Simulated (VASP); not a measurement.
# Al (P-1) in VASP: notebook

The runs below take Al through single point, relaxation of the atoms, with PBE, LDA.

Everything below comes from runs of VASP 6.6.1. Logs are shortened: lines on timing, memory, paths and dates and some standing lists are left out, and cuts for length are marked.

## Step 1: The cell of the first run

The typed cell holds 2 atoms: a = 3.235 Å, b = 3.235 Å, c = 3.235 Å, α = 90.00°, β = 90.00°, γ = 90.00°.

## Step 2: Single point, PBE

File INCAR:

```
PREC = Accurate
ENCUT = 520
EDIFF = 1E-6
ISMEAR = 0
SIGMA = 0.15
LREAL = False
LASPH = True
NELM = 80
ALGO = Fast
ISIF = 2
LWAVE = False
LCHARG = False
GGA = PE
NBANDS = 10
```

File KPOINTS:

```
regular mesh
0
Gamma
  10 10 10
```

File POSCAR:

```
Al
1.0
    0.0000000000     -3.2350204435      0.0000000000
   -3.2350204435      0.0000000000      0.0000000000
    0.0000000000      0.0000000000     -3.2350204435
Al
2
Direct
    0.3680745271      0.4724452445      0.6362476588
    0.1319254729      0.0275547555     -0.1362476588
```

Potentials or basis: VASP PAW PBE potentials, release 64 (Al).

Run with:

```
$ cat potpaw_PBE.64/Al/POTCAR > POTCAR
$ mpirun -np 1 vasp_std > vasp.out
```

OUTCAR:

```text
PREC = Accurate
   ENCUT = 520
   EDIFF = 1E-6
   ISMEAR = 0
   LREAL = False
   LASPH = True
   NELM = 80
   ISIF = 2
   GGA = PE

 ion  position               nearest neighbor table
   1  0.368  0.472  0.636-   2 1.79   2 2.09   2 2.95   2 2.98   2 3.14   2 3.17
   2  0.132  0.028  0.864-   1 1.79   1 2.09   1 2.95   1 2.98   1 3.14   1 3.17

  LATTYP: Found a simple cubic cell.
 ALAT       =     3.2350204435

  Lattice vectors:

 A1 = (   0.0000000000,  -3.2350204435,   0.0000000000)
 A2 = (  -3.2350204435,   0.0000000000,   0.0000000000)
 A3 = (   0.0000000000,   0.0000000000,  -3.2350204435)

Analysis of symmetry for initial positions (statically):
=====================================================================
 Subroutine PRICEL returns:
 Original cell was already a primitive cell.

 Routine SETGRP: Setting up the symmetry group for a
 simple cubic supercell.

 Subroutine GETGRP returns: Found  2 space group operations
 (whereof  1 operations were pure point group operations)
 out of a pool of 48 trial point group operations.

The static configuration has the point symmetry C_1 .
 The point group associated with its full space group is S_2 .

Analysis of symmetry for dynamics (positions and initial velocities):
=====================================================================
 Subroutine PRICEL returns:
 Original cell was already a primitive cell.

 Routine SETGRP: Setting up the symmetry group for a
 simple cubic supercell.

 Subroutine GETGRP returns: Found  2 space group operations
 (whereof  1 operations were pure point group operations)
 out of a pool of 48 trial point group operations.

The dynamic configuration has the point symmetry C_1 .
 The point group associated with its full space group is S_2 .

 Subroutine INISYM returns: Found  2 space group operations
 (whereof  1 operations are pure point group operations),
 and found     1 'primitive' translations

----------------------------------------------------------------------------------------

                                     Primitive cell

  volume of cell :      33.8556

  direct lattice vectors                    reciprocal lattice vectors
     0.000000000 -3.235020443  0.000000000     0.000000000 -0.309117057  0.000000000
    -3.235020443  0.000000000  0.000000000    -0.309117057  0.000000000  0.000000000
     0.000000000  0.000000000 -3.235020443     0.000000000  0.000000000 -0.309117057

  length of vectors
     3.235020443  3.235020443  3.235020443     0.309117057  0.309117057  0.309117057

  position of ions in fractional coordinates (direct lattice)
     0.368074527  0.472445245  0.636247659
     0.131925473  0.027554755  0.863752341

  ion indices of the primitive-cell ions
   primitive index   ion index
                 1           1
                 2           2

----------------------------------------------------------------------------------------

 KPOINTS: regular mesh

Automatic generation of k-mesh.
 Grid dimensions read from file:
 generate k-points for:   10   10   10

 Generating k-lattice:

  Cartesian coordinates                     Fractional coordinates (reciprocal lattice)
     0.000000000 -0.030911706  0.000000000     0.100000000  0.000000000  0.000000000
    -0.030911706  0.000000000  0.000000000     0.000000000  0.100000000  0.000000000
     0.000000000  0.000000000 -0.030911706     0.000000000  0.000000000  0.100000000

  Length of vectors
     0.030911706  0.030911706  0.030911706

  Shift w.r.t. Gamma in fractional coordinates (k-lattice)
     0.000000000  0.000000000  0.000000000

 Subroutine IBZKPT returns following result:
 ===========================================

 Found    504 irreducible k-points:

 Following reciprocal coordinates:
            Coordinates               Weight
  0.000000  0.000000  0.000000      1.000000
  0.100000  0.000000  0.000000      2.000000
  0.000000  0.100000  0.000000      2.000000
  0.000000  0.000000  0.100000      2.000000
  0.200000  0.000000  0.000000      2.000000
  0.000000  0.200000  0.000000      2.000000
[... 16 lines left out ...]
  0.200000  0.100000  0.000000      2.000000
  0.000000  0.200000  0.100000      2.000000
 [... further k-points ...]
   k-points           NKPTS =    504   k-points in BZ     NKDIM =    504   number of bands    NBANDS=     10
   number of dos      NEDOS =    301   number of ions     NIONS =      2
   total plane-waves  NPLWV =  13824
   dimension x,y,z NGX =    24 NGY =   24 NGZ =   24
   dimension x,y,z NGXF=    48 NGYF=   48 NGZF=   48
   ions per type =               2
   NGX,Y,Z   is equivalent  to a cutoff of  12.33, 12.33, 12.33 a.u.
   NGXF,Y,Z  is equivalent  to a cutoff of  24.67, 24.67, 24.67 a.u.
 SYSTEM =  unknown system
   PREC   = accura    normal or accurate (medium, high low for compatibility)
   ISTART =      0    job   : 0-new  1-cont  2-samecut
   ICHARG =      2    charge: 1-file 2-atom 10-const
   ISPIN  =      1    spin polarized calculation?
   LNONCOLLINEAR =      F non collinear calculations
   LSORBIT =      F    spin-orbit coupling
   LASPH  =      T    aspherical Exc in radial PAW
   ENCUT  =  520.0 eV  38.22 Ry    6.18 a.u.   6.01  6.01  6.01*2*pi/ulx,y,z
   NELM   =     80;   NELMIN=  2; NELMDL= -5     # of ELM steps
   EDIFF  = 0.1E-05   stopping-criterion for ELM
   LREAL  =      F    real-space projection
   EDIFFG = 0.1E-04   stopping-criterion for IOM
   NSW    =      0    number of steps for IOM
   IBRION =     -1    ionic relax: 0-MD 1-quasi-New 2-CG
   NFREE  =      0    steps in history (QN), initial steepest desc. (CG)
   ISIF   =      2    stress and relaxation
   ISYM   =      2    0-nonsym 1-usesym 2-fastsym
   POTIM  = 0.5000    time-step for ionic-motion
   TEBEG  =    0.0;   TEEND  =   0.0 temperature during run
   PSTRESS=    0.0 pullay stress
   NELECT =       6.0000    total number of electrons
   NUPDOWN=      -1.0000    fix difference up-down
   EMIN   =  10.00;   EMAX   =-10.00  energy-range for DOS
   EFERMI =   0.00;   METHOD = LEGACY
   ISMEAR =     0;   SIGMA  =   0.15  broadening in eV -4-tet -1-fermi 0-gaus
   EFERMI_NEDOS =   21; number of points for ismear=-14 and -15
   IALGO  =     68    algorithm
   IMIX   =      4    mixing-type and parameters
     AMIX     =   0.40;   BMIX     =  1.00
     AMIX_MAG =   1.60;   BMIX_MAG =  1.00
  volume/ion in A,a.u.               =      16.93       114.23
  Fermi-wavevector in a.u.,A,eV,Ry     =   0.919563  1.737722 11.505037  0.845596
  Thomas-Fermi vector in A             =   2.044771
   LORBIT       =      0    0 simple, 1 ext, 2 COOP (PROOUT), +10 PAW based schemes
   GGA     = PE    functional components
   LHFCALC =     F    Hartree Fock is set to
   AEXX    =    0.0000 exact exchange contribution
   IVDW    =     0    specifies the selected vdW correction
   LEPSILON=     F    determine dielectric tensor
   LRPA    =     F    only Hartree local field effects (RPA)
 non-spin polarized calculation
 RMM-DIIS sequential band-by-band and
 Gauss-broadening in eV      SIGMA  =   0.15
  energy-cutoff  :      520.00
  volume of cell :       33.86
 maximum number of plane-waves:       934
   NGX = 13   NGY = 13   NGZ = 13

 number of electron       6.0000000 magnetization

 Free energy of the ion-electron system (eV)
  ---------------------------------------------------
  ext. energy  EPLUGINS =         0.00000000
  ---------------------------------------------------
  free energy    TOTEN  =        -1.31531374 eV

  energy without entropy =       -1.30616579  energy(sigma->0) =       -1.31073976

 E-fermi :   7.3382     XC(G=0):  -9.8734

 val. band max:        7.3361685232   @ k =  -0.2000  -0.4000   0.4000
 cond. band min:       7.3396902379   @ k =   0.0000  -0.1000   0.2000
 fundamental gap:      0.0035217146
 Fermi energy:         7.3381966223

 k-point     1 :       0.0000    0.0000    0.0000
  band No.  band energies     occupation
      1      -3.6180      2.00000
      2       8.2863      0.00000
      3       9.2194      0.00000
      4       9.3673      0.00000
      5      10.0813      0.00000
      6      10.3188      0.00000
      7      11.9262      0.00000
      8      20.6085      0.00000
      9      20.7095      0.00000
     10      21.0312      0.00000

 k-point     2 :       0.1000    0.0000    0.0000
  band No.  band energies     occupation
      1      -3.4876      2.00000
      2       7.4431      0.32259
      3       8.3830      0.00000
      4       9.3832      0.00000
      5      10.3457      0.00000
      6      11.3742      0.00000
      7      12.8629      0.00000
      8      18.9294      0.00000
      9      20.6535      0.00000
     10      20.8405      0.00000

 k-point     3 :       0.0000    0.1000    0.0000
  band No.  band energies     occupation
      1      -3.4779      2.00000
      2       6.8230      2.00000
      3       9.4879      0.00000
      4       9.9586      0.00000
      5      10.2096      0.00000
      6      10.4248      0.00000
      7      12.8336      0.00000
      8      19.3289      0.00000
      9      20.0693      0.00000
     10      20.4277      0.00000

 k-point     4 :       0.0000    0.0000    0.1000
  band No.  band energies     occupation
      1      -3.4881      2.00000
      2       7.4635      0.23737
      3       8.3828      0.00000
      4       9.3777      0.00000
      5      10.2736      0.00000
      6      11.4321      0.00000
      7      12.8629      0.00000
      8      18.9505      0.00000
      9      20.7158      0.00000
     10      20.9083      0.00000

 k-point     5 :       0.2000    0.0000    0.0000
  band No.  band energies     occupation
      1      -3.1021      2.00000
      2       5.3509      2.00000
      3       8.6574      0.00000
      4       9.6788      0.00000
      5      10.6576      0.00000
      6      11.9196      0.00000
      7      15.1791      0.00000
      8      17.0804      0.00000
      9      18.7674      0.00000
     10      19.5065      0.00000

 k-point     6 :       0.0000    0.2000    0.0000
  band No.  band energies     occupation
      1      -3.0592      2.00000
      2       4.8617      2.00000
      3       9.8480      0.00000
      4      10.5391      0.00000
      5      10.5918      0.00000
      6      10.7354      0.00000
      7      14.5571      0.00000
      8      17.4078      0.00000
      9      18.6138      0.00000
     10      18.6899      0.00000
[... 183 lines left out ...]
 k-point    21 :      -0.1000    0.0000    0.1000
  band No.  band energies     occupation
      1      -3.3579      2.00000
      2       7.4012      0.55263
      3       7.7651      0.00006
      4       8.4796      0.00000
      5      11.0933      0.00000
      6      12.5316      0.00000
      7      13.0014      0.00000
      8      18.9223      0.00000
      9      19.1608      0.00000
     10      19.2950      0.00000

 k-point    22 :       0.0000   -0.1000    0.1000
  band No.  band energies     occupation
      1      -3.3479      2.00000
      2       6.8413      2.00000
      3       7.7664      0.00005
      4       9.8673      0.00000
      5      10.3971      0.00000
      6      12.2605      0.00000
      7      13.1260      0.00000
      8      17.9853      0.00000
      9      19.9963      0.00000
     10      20.4040      0.00000

 k-point    23 :       0.2000    0.1000    0.0000
  band No.  band energies     occupation
      1      -2.9621      2.00000
      2       5.4476      2.00000
      3       7.3495      0.91520
      4      10.1448      0.00000
      5      10.7786      0.00000
      6      12.8492      0.00000
      7      15.0281      0.00000
      8      16.3989      0.00000
      9      18.9056      0.00000
     10      19.8234      0.00000

 k-point    24 :       0.0000    0.2000    0.1000
  band No.  band energies     occupation
      1      -2.9305      2.00000
      2       4.9725      2.00000
      3       8.0427      0.00000
      4      10.3472      0.00000
      5      10.7251      0.00000
      6      12.9310      0.00000
      7      14.5781      0.00000
      8      16.2907      0.00000
      9      18.2522      0.00000
     10      19.0095      0.00000

 [... further k-points ...]

------------------------ aborting loop because EDIFF is reached ----------------------------------------

  FORCE on cell =-STRESS in cart. coord.  units (eV):
  Direction    XX          YY          ZZ          XY          YZ          ZX
  --------------------------------------------------------------------------------------
  -------------------------------------------------------------------------------------
  Total       26.3052100      4.9442898      4.3913464      5.8000624     -7.0994268     -5.6181175
  in kB     1244.8621615    233.9825183    207.8151434    274.4809191   -335.9717661   -265.8705957
  external PRESSURE =     562.2199411 kB  Pullay stress =       0.0000000 kB

 VOLUME and BASIS-vectors are now :
 -----------------------------------------------------------------------------
  energy-cutoff  :      520.00
  volume of cell :       33.86
      direct lattice vectors                 reciprocal lattice vectors
     0.000000000 -3.235020443  0.000000000     0.000000000 -0.309117057  0.000000000
    -3.235020443  0.000000000  0.000000000    -0.309117057  0.000000000  0.000000000
     0.000000000  0.000000000 -3.235020443     0.000000000  0.000000000 -0.309117057

 POSITION                                       TOTAL-FORCE (eV/Angst)
 -----------------------------------------------------------------------------------
     -1.52837     -1.19073     -2.05827        -7.532620     -9.271913      8.979553
     -0.08914     -0.42678     -2.79426         7.532620      9.271913     -8.979553
 -----------------------------------------------------------------------------------
    total drift:                               -0.000000     -0.000000      0.000000

  FREE ENERGIE OF THE ION-ELECTRON SYSTEM (eV)
  ---------------------------------------------------
  free  energy   TOTEN  =        -1.3153137412 eV

  energy  without entropy=       -1.3061657865  energy(sigma->0) =       -1.31073976
```

It took 98 s on 1 thread of AMD EPYC 7R13 (Zen 3), shared host; peak memory 0.21 GiB.

What came out:

```yaml
Free_energy: -1.3153 eV
Pressure: 56.2 GPa
Largest_force: 14.945 eV/Å
Band_gap_on_the_k_mesh: zero (band 3 reaches 11.82 eV, above the bottom of band 4 at 5.04 eV)
```

Forces in eV/Å, atoms in the order of the input:
```
Al  -7.533 -9.272  8.980
Al   7.533  9.272 -8.980
```

Levels at points of the mesh, in eV from the Fermi level:
```
           k point  band 1  band 2  band 3  band 4  band 5  band 6  band 7
(0.00, 0.00, 0.00)  -10.96    0.95    1.88    2.03    2.74    2.98    4.59
(0.50, 0.00, 0.00)   -8.60   -6.08    2.39    3.47    4.53    6.18    6.86
(0.00, 0.50, 0.00)   -7.77   -7.24    4.48    4.62    4.79    5.30    6.13
(0.00, 0.00, 0.50)   -8.63   -6.04    2.38    3.44    4.45    6.24    6.92
(0.50, 0.50, 0.00)   -5.50   -5.06   -3.03   -2.30    6.78    6.99    8.44
(0.00, 0.50, 0.50)   -5.52   -5.08   -2.99   -2.26    6.82    6.91    8.41
(0.50, 0.00, 0.50)   -6.26   -4.04   -3.87   -0.88    3.65    7.91    8.13
(0.50, 0.50, 0.50)   -3.38   -3.12   -1.28   -0.34   -0.30    0.23    2.28
```

Caveat: forces of over 1 eV/Å act on the atoms, so gaps and moduli don't describe the material at rest.

## Step 3: Relaxation of the atoms, LDA

File INCAR:

```
PREC = Accurate
ENCUT = 450
EDIFF = 1E-7
ISMEAR = 0
SIGMA = 0.15
LREAL = F
LASPH = T
NELM = 120
ALGO = Normal
ISIF = 2
LWAVE = F
LCHARG = F
IBRION = 2
NSW = 100
EDIFFG = -0.01
GGA_COMPAT = F
NELMIN = 4
```

KPOINTS is that of step 2.

POSCAR is that of step 2.

Potentials or basis: VASP PAW LDA potentials, release 64 (Al).

Run with:

```
$ cat potpaw_LDA.64/Al/POTCAR > POTCAR
$ mpirun -np 1 vasp_std > vasp.out
```

It took 11 min on 1 thread of Intel Xeon 8259CL, shared host; peak memory 0.19 GiB.

The run converged. Its results:

```yaml
Free_energy: -8.1739 eV
Energy_gained_by_relaxing: 2852.1 meV/atom
Ionic_steps: 13
Pressure_after_relaxing: -2.5 GPa
Band_gap_on_the_k_mesh: zero (band 3 reaches 12.42 eV, above the bottom of band 4 at 3.68 eV)
```

The path:
| step | energy change (eV) | largest force (eV/Å) | pressure (GPa) |
| --- | --- | --- | --- |
| 1 | 0.0000 | 14.4995 | 52.38 |
| 2 | -5.2404 | 1.7087 | 4.44 |
| 3 | -5.1384 | 2.8106 | 5.09 |
| 4 | -5.2942 | 1.8813 | 3.47 |
| 5 | -5.2951 | 1.8260 | 3.50 |
| 6 | -5.5298 | 1.0692 | 0.10 |
| 7 | -5.6485 | 0.6217 | -1.74 |
| 8 | -5.6606 | 0.5625 | -1.95 |
| 9 | -5.6907 | 0.3043 | -2.36 |
| 10 | -5.7034 | 0.0730 | -2.51 |
| 11 | -5.7035 | 0.0719 | -2.51 |
| 12 | -5.7041 | 0.0349 | -2.52 |
| 13 | -5.7042 | 0.0007 | -2.52 |

Final structure:
```
Al
1.0
     0.00000   -3.23502    0.00000
    -3.23502    0.00000    0.00000
     0.00000    0.00000   -3.23502
Al
2
Direct
  0.50001 0.50002 0.49998
  0.99999 0.99998 0.00002
```

Levels at points of the mesh, in eV from the Fermi level:
```csv
k point,band 1,band 2,band 3,band 4,band 5,band 6,band 7
"(0.00, 0.00, 0.00)",-10.96,1.76,1.76,1.76,3.06,3.06,5.05
"(0.50, 0.00, 0.00)",-7.47,-7.47,4.86,4.86,4.86,4.86,6.59
"(0.00, 0.50, 0.00)",-7.47,-7.47,4.86,4.86,4.86,4.86,6.59
"(0.00, 0.00, 0.50)",-7.47,-7.47,4.86,4.86,4.86,4.86,6.59
"(0.50, 0.50, 0.00)",-4.22,-4.22,-3.89,-3.89,7.81,7.81,8.18
"(0.00, 0.50, 0.50)",-4.22,-4.22,-3.89,-3.89,7.81,7.81,8.18
"(0.50, 0.00, 0.50)",-4.22,-4.22,-3.89,-3.89,7.81,7.81,8.18
"(0.50, 0.50, 0.50)",-0.94,-0.94,-0.94,-0.94,-0.94,-0.94,0.10
```
